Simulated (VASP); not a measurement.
# V (P6_3/mmc) in VASP: a series of runs

V is run at these levels: PBE; tasks: single point.

Everything below comes from runs of VASP 6.6.1. Logs are shortened: lines on timing, memory, paths and dates and some standing lists are left out, and cuts for length are marked.

### 1 The cell of the first run

Symmetry: P6_3/mmc, No. 194, hexagonal system. The conventional cell has a = 2.604 Å, b = 2.604 Å, c = 4.723 Å, α = 90.00°, β = 90.00°, γ = 120.00°. V (site symmetry -6m2) has 12 V at 2.60 to 2.80 Å within 3.4 Å.

### 2 Single point, PBE, collinear spin, zero start

Input file INCAR:

```
SYSTEM = V
  PREC = Accurate
  ENCUT = 520
  EDIFF = 1E-6
  ISMEAR = -1
  SIGMA = 0.05
  LREAL = .FALSE.
  LASPH = .TRUE.
  NELM = 150
  ALGO = Normal
  ISIF = 2
  LWAVE = .FALSE.
  LCHARG = .FALSE.
  ISPIN = 2
  MAGMOM = 0 0
  LORBIT = 11
  NUPDOWN = 0.0
  LMAXMIX = 4
  GGA = PE
  NBANDS = 24
```

Input file KPOINTS:

```
regular mesh
0
G
  10 10 5
  0 0 0
```

Input file POSCAR:

```
V
1.0
    2.6042941027      0.0000000000      0.0000000000
   -1.3021470513      2.2553848518      0.0000000000
    0.0000000000      0.0000000000      4.7233360000
V
2
Direct
    0.3333333333      0.6666666667      0.2500000000
    0.6666666667      0.3333333333      0.7500000000
```

Potentials or basis: VASP PAW PBE potentials, release 64 (V_sv).

The run is started by

```sh
cat potpaw_PBE.64/V_sv/POTCAR > POTCAR
mpirun -np 1 vasp_std > vasp.out
```

OUTCAR:

```text
SYSTEM = V
   PREC = Accurate
   ENCUT = 520
   EDIFF = 1E-6
   ISMEAR = -1
   LREAL = .FALSE.
   LASPH = .TRUE.
   NELM = 150
   ISIF = 2
   ISPIN = 2
   LORBIT = 11
   NUPDOWN = 0.0
   GGA = PE

 ion  position               nearest neighbor table
   1  0.333  0.667  0.250-   2 2.80   2 2.80   2 2.80   2 2.80   2 2.80   2 2.80
   2  0.667  0.333  0.750-   1 2.80   1 2.80   1 2.80   1 2.80   1 2.80   1 2.80

  LATTYP: Found a hexagonal cell.
 ALAT       =     2.6042941027
 C/A-ratio  =     1.8136722712

  Lattice vectors:

 A1 = (   2.6042941027,   0.0000000000,   0.0000000000)
 A2 = (  -1.3021470513,   2.2553848518,   0.0000000000)
 A3 = (   0.0000000000,   0.0000000000,   4.7233360000)

Analysis of symmetry for initial positions (statically):
=====================================================================
 Subroutine PRICEL returns:
 Original cell was already a primitive cell.

 Routine SETGRP: Setting up the symmetry group for a
 hexagonal supercell.

 Subroutine GETGRP returns: Found 24 space group operations
 (whereof 12 operations were pure point group operations)
 out of a pool of 24 trial point group operations.

The static configuration has the point symmetry D_3d.
 The point group associated with its full space group is D_6h.

Analysis of symmetry for dynamics (positions and initial velocities):
=====================================================================
 Subroutine PRICEL returns:
 Original cell was already a primitive cell.

 Routine SETGRP: Setting up the symmetry group for a
 hexagonal supercell.

 Subroutine GETGRP returns: Found 24 space group operations
 (whereof 12 operations were pure point group operations)
 out of a pool of 24 trial point group operations.

The dynamic configuration has the point symmetry D_3d.
 The point group associated with its full space group is D_6h.

Analysis of structural, dynamic, and magnetic symmetry:
=====================================================================
 Subroutine PRICEL returns:
 Original cell was already a primitive cell.

 Routine SETGRP: Setting up the symmetry group for a
 hexagonal supercell.

 Subroutine GETGRP returns: Found 24 space group operations
 (whereof 12 operations were pure point group operations)
 out of a pool of 24 trial point group operations.

The overall configuration has the point symmetry D_3d.
 The point group associated with its full space group is D_6h.

 Subroutine INISYM returns: Found 24 space group operations
 (whereof 12 operations are pure point group operations),
 and found     1 'primitive' translations

----------------------------------------------------------------------------------------

                                     Primitive cell

  volume of cell :      27.7434

  direct lattice vectors                    reciprocal lattice vectors
     2.604294103  0.000000000  0.000000000     0.383981210  0.221691655  0.000000000
    -1.302147051  2.255384852  0.000000000     0.000000000  0.443383310  0.000000000
     0.000000000  0.000000000  4.723336000     0.000000000  0.000000000  0.211714771

  length of vectors
     2.604294103  2.604294103  4.723336000     0.443383310  0.443383310  0.211714771

  position of ions in fractional coordinates (direct lattice)
     0.333333333  0.666666667  0.250000000
     0.666666667  0.333333333  0.750000000

  ion indices of the primitive-cell ions
   primitive index   ion index
                 1           1
                 2           2

----------------------------------------------------------------------------------------

 KPOINTS: regular mesh

Automatic generation of k-mesh.
 Grid dimensions read from file:
 generate k-points for:   10   10    5

 Generating k-lattice:

  Cartesian coordinates                     Fractional coordinates (reciprocal lattice)
     0.038398121  0.022169165  0.000000000     0.100000000  0.000000000  0.000000000
     0.000000000  0.044338331  0.000000000     0.000000000  0.100000000  0.000000000
     0.000000000  0.000000000  0.042342954     0.000000000  0.000000000  0.200000000

  Length of vectors
     0.044338331  0.044338331  0.042342954

  Shift w.r.t. Gamma in fractional coordinates (k-lattice)
     0.000000000  0.000000000  0.000000000

 Subroutine IBZKPT returns following result:
 ===========================================

 Found     42 irreducible k-points:

 Following reciprocal coordinates:
            Coordinates               Weight
  0.000000  0.000000  0.000000      1.000000
  0.100000 -0.000000  0.000000      6.000000
  0.200000 -0.000000  0.000000      6.000000
  0.300000  0.000000  0.000000      6.000000
  0.400000 -0.000000  0.000000      6.000000
  0.500000  0.000000  0.000000      3.000000
[... 16 lines left out ...]
  0.300000  0.100000  0.200000     24.000000
  0.400000  0.100000  0.200000     24.000000
 [... further k-points ...]
   k-points           NKPTS =     42   k-points in BZ     NKDIM =     42   number of bands    NBANDS=     24
   number of dos      NEDOS =    301   number of ions     NIONS =      2
   total plane-waves  NPLWV =  14400
   dimension x,y,z NGX =    20 NGY =   20 NGZ =   36
   dimension x,y,z NGXF=    40 NGYF=   40 NGZF=   72
   ions per type =               2
   NGX,Y,Z   is equivalent  to a cutoff of  12.77, 12.77, 12.67 a.u.
   NGXF,Y,Z  is equivalent  to a cutoff of  25.53, 25.53, 25.34 a.u.
 SYSTEM =  V
   PREC   = accura    normal or accurate (medium, high low for compatibility)
   ISTART =      0    job   : 0-new  1-cont  2-samecut
   ICHARG =      2    charge: 1-file 2-atom 10-const
   ISPIN  =      2    spin polarized calculation?
   LNONCOLLINEAR =      F non collinear calculations
   LSORBIT =      F    spin-orbit coupling
   LASPH  =      T    aspherical Exc in radial PAW
   ENCUT  =  520.0 eV  38.22 Ry    6.18 a.u.   4.84  4.84  8.78*2*pi/ulx,y,z
   NELM   =    150;   NELMIN=  2; NELMDL= -5     # of ELM steps
   EDIFF  = 0.1E-05   stopping-criterion for ELM
   LREAL  =      F    real-space projection
   EDIFFG = 0.1E-04   stopping-criterion for IOM
   NSW    =      0    number of steps for IOM
   IBRION =     -1    ionic relax: 0-MD 1-quasi-New 2-CG
   NFREE  =      0    steps in history (QN), initial steepest desc. (CG)
   ISIF   =      2    stress and relaxation
   ISYM   =      2    0-nonsym 1-usesym 2-fastsym
   POTIM  = 0.5000    time-step for ionic-motion
   TEBEG  =    0.0;   TEEND  =   0.0 temperature during run
   PSTRESS=    0.0 pullay stress
   NELECT =      26.0000    total number of electrons
   NUPDOWN=       0.0000    fix difference up-down
   EMIN   =  10.00;   EMAX   =-10.00  energy-range for DOS
   EFERMI =   0.00;   METHOD = LEGACY
   ISMEAR =    -1;   SIGMA  =   0.05  broadening in eV -4-tet -1-fermi 0-gaus
   EFERMI_NEDOS =   21; number of points for ismear=-14 and -15
   IALGO  =     38    algorithm
   IMIX   =      4    mixing-type and parameters
     AMIX     =   0.40;   BMIX     =  1.00
     AMIX_MAG =   1.60;   BMIX_MAG =  1.00
  volume/ion in A,a.u.               =      13.87        93.61
  Fermi-wavevector in a.u.,A,eV,Ry     =   1.602062  3.027459 34.920768  2.566604
  Thomas-Fermi vector in A             =   2.698942
   LORBIT       =     11    0 simple, 1 ext, 2 COOP (PROOUT), +10 PAW based schemes
   GGA     = PE    functional components
   LHFCALC =     F    Hartree Fock is set to
   AEXX    =    0.0000 exact exchange contribution
   IVDW    =     0    specifies the selected vdW correction
   LEPSILON=     F    determine dielectric tensor
   LRPA    =     F    only Hartree local field effects (RPA)
 spin polarized calculation
  energy-cutoff  :      520.00
  volume of cell :       27.74
 maximum number of plane-waves:       762
 NGX is ok and might be reduce to    20
   NGX =  9   NGY =  9   NGZ = 17

 number of electron      26.0000014 magnetization      -0.0000000

 number of electron      26.0000014 magnetization       0.0000000

 Free energy of the ion-electron system (eV)
  ---------------------------------------------------
  ext. energy  EPLUGINS =         0.00000000
  ---------------------------------------------------
  free energy    TOTEN  =       -17.49064062 eV

  energy without entropy =      -17.45989715  energy(sigma->0) =      -17.47526888

 E-fermi :   9.6853     XC(G=0): -12.7282

 val. band max:        9.6829536814   @ k =   0.2000  -0.0000   0.4000
 cond. band min:       9.6879702073   @ k =   0.3000   0.1000   0.0000
 fundamental gap:      0.0050165259
 Fermi energy:         9.6852671605

 spin component 1

 k-point     1 :       0.0000    0.0000    0.0000
  band No.  band energies     occupation
      1     -54.3347      1.00000
      2     -54.2280      1.00000
      3     -28.4254      1.00000
      4     -27.7935      1.00000
      5     -27.6691      1.00000
      6     -27.6691      1.00000
[... 16 lines left out ...]
     23      27.8600      0.00000
     24      30.0827      0.00000
[... 598 lines left out ...]
      2     -54.1054      1.00000
      3     -28.4949      1.00000
      4     -28.4246      1.00000
      5     -28.0442      1.00000
      6     -27.9205      1.00000
[... 16 lines left out ...]
     23      23.2478      0.00000
     24      23.8948      0.00000

 [... further k-points ...]

 spin component 2

 k-point     1 :       0.0000    0.0000    0.0000
  band No.  band energies     occupation
      1     -54.3347      1.00000
      2     -54.2280      1.00000
      3     -28.4254      1.00000
      4     -27.7935      1.00000
      5     -27.6691      1.00000
      6     -27.6691      1.00000
[... 16 lines left out ...]
     23      27.8600      0.00000
     24      30.0827      0.00000
[... 598 lines left out ...]
      2     -54.1054      1.00000
      3     -28.4949      1.00000
      4     -28.4246      1.00000
      5     -28.0442      1.00000
      6     -27.9205      1.00000
[... 16 lines left out ...]
     23      23.2478      0.00000
     24      23.8948      0.00000

 [... further k-points ...]
[... 5 lines left out ...]
  --------------------------------------------------------------------------------------
  -------------------------------------------------------------------------------------
  Total        0.0408295      0.0408295     -0.1302001      0.0000000      0.0000000      0.0000000
  in kB        2.3579005      2.3579005     -7.5190386      0.0000000      0.0000000      0.0000000
  external PRESSURE =      -0.9344125 kB  Pullay stress =       0.0000000 kB

 VOLUME and BASIS-vectors are now :
 -----------------------------------------------------------------------------
  energy-cutoff  :      520.00
  volume of cell :       27.74
      direct lattice vectors                 reciprocal lattice vectors
     2.604294103  0.000000000  0.000000000     0.383981210  0.221691655  0.000000000
    -1.302147051  2.255384852  0.000000000     0.000000000  0.443383310  0.000000000
     0.000000000  0.000000000  4.723336000     0.000000000  0.000000000  0.211714771

 POSITION                                       TOTAL-FORCE (eV/Angst)
 -----------------------------------------------------------------------------------
     -0.00000      1.50359      1.18083         0.000000      0.000000      0.000000
      1.30215      0.75179      3.54250        -0.000000      0.000000      0.000000
 -----------------------------------------------------------------------------------
    total drift:                                0.000000     -0.000000      0.000000

  FREE ENERGIE OF THE ION-ELECTRON SYSTEM (eV)
  ---------------------------------------------------
  free  energy   TOTEN  =       -17.4906406218 eV

  energy  without entropy=      -17.4598971476  energy(sigma->0) =      -17.47526888

 total charge

# of ion       s       p       d       tot
------------------------------------------
    1        2.343   6.210   3.074  11.627
    2        2.343   6.210   3.074  11.627
--------------------------------------------------
tot          4.685  12.421   6.147  23.253

 magnetization (x)

# of ion       s       p       d       tot
------------------------------------------
    1        0.000   0.000  -0.000  -0.000
    2        0.000   0.000  -0.000  -0.000
--------------------------------------------------
tot          0.000   0.000  -0.000  -0.000
```

Wall time 56 s (1 thread of AMD EPYC 7R13, shared host); peak memory 0.14 GiB.

What came out:

| Quantity | Value |
| --- | --- |
| Free energy | -17.4906 eV |
| Pressure | -0.1 GPa |
| Net moment | 0.00 μB per cell |
| Valence electrons inside the program's atomic spheres | V 11.63 |

Stress tensor (GPa, compression positive):
```
 0.24  0.00  0.00
 0.00  0.24  0.00
 0.00  0.00 -0.75
```

Caveat: the total moment is fixed, so each spin has its own Fermi level.

### 3 Single point, PBE, collinear spin, ferromagnetic start

Input file INCAR:

```
PREC = Accurate
ENCUT = 520
EDIFF = 1E-6
ISMEAR = -1
SIGMA = 0.05
LREAL = F
LASPH = T
NELM = 150
ALGO = Normal
ISIF = 2
LWAVE = F
LCHARG = F
ISPIN = 2
MAGMOM = 0.5 0.5
LORBIT = 11
NUPDOWN = 1.0
LMAXMIX = 4
GGA = PE
NBANDS = 24
```

Input file KPOINTS:

```
Automatic mesh
0
Gamma
  10 10 5
```

POSCAR is that of step 2.

Potentials or basis: VASP PAW PBE potentials, release 64 (V_sv).

The run is started by

```sh
cat potpaw_PBE.64/V_sv/POTCAR > POTCAR
mpirun -np 1 vasp_std > vasp.out
```

Wall time 50 s (1 thread of AMD EPYC 7R13, shared host); peak memory 0.14 GiB.

The run converged. Its results:

- Free energy: -17.4470 eV
- Pressure: 0.7 GPa
- Net moment: 1.00 μB per cell
- Site moments: V +0.42 μB
- Valence electrons inside the program's atomic spheres: V 11.63

Stress tensor (GPa, compression positive):
```
 1.50  0.00  0.00
 0.00  1.50  0.00
 0.00  0.00 -0.84
```

Caveat: the total moment is fixed, so each spin has its own Fermi level.
